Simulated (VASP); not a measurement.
Runs of VASP 6.6.1 on Mo3N. The structure is that of space group Pm-3m (No. 221), or close to it. The cells are those of the table. 

| task | spin | cell | k mesh | cutoff (eV) | gap on the mesh (eV) | pressure (GPa) | relaxed volume (Å³/atom) |
| --- | --- | --- | --- | --- | --- | --- | --- |
| relaxation of cell and atoms | off | relaxed from a = 3.686 Å, 4 atoms | 6 × 6 × 6 | 600 | none | -0.1 | 13.76 |
| single point | off | a = 3.800 Å, 4 atoms | 12 × 12 × 12 | 520 | none | 0.5 | - |
| single point | collinear | a = 3.686 Å, 4 atoms | 6 × 6 × 6 | 520 | none | (b) | - |
| single point | off | a = 3.799 Å, 4 atoms | 6 × 6 × 6 | 520 | none | 0.8 | - |
| relaxation of cell and atoms | off | relaxed from a = 3.799 Å, 4 atoms | 12 × 12 × 12 | 600 | none | 0.0 | (a) |

Alike in all rows: level PBE; potentials or basis VASP PAW PBE potentials, release 64 (Mo_sv, N); smearing gaussian 0.1 eV.

Fill in the values left out.

(a) 13.74; (b) 24.3.

Caveats: the cell stands under pressure (at least some runs).

A k mesh can miss the band edges, and the runs leave out spin-orbit coupling on Mo.

A gap of «none» marks levels without a gap at the run's occupations.
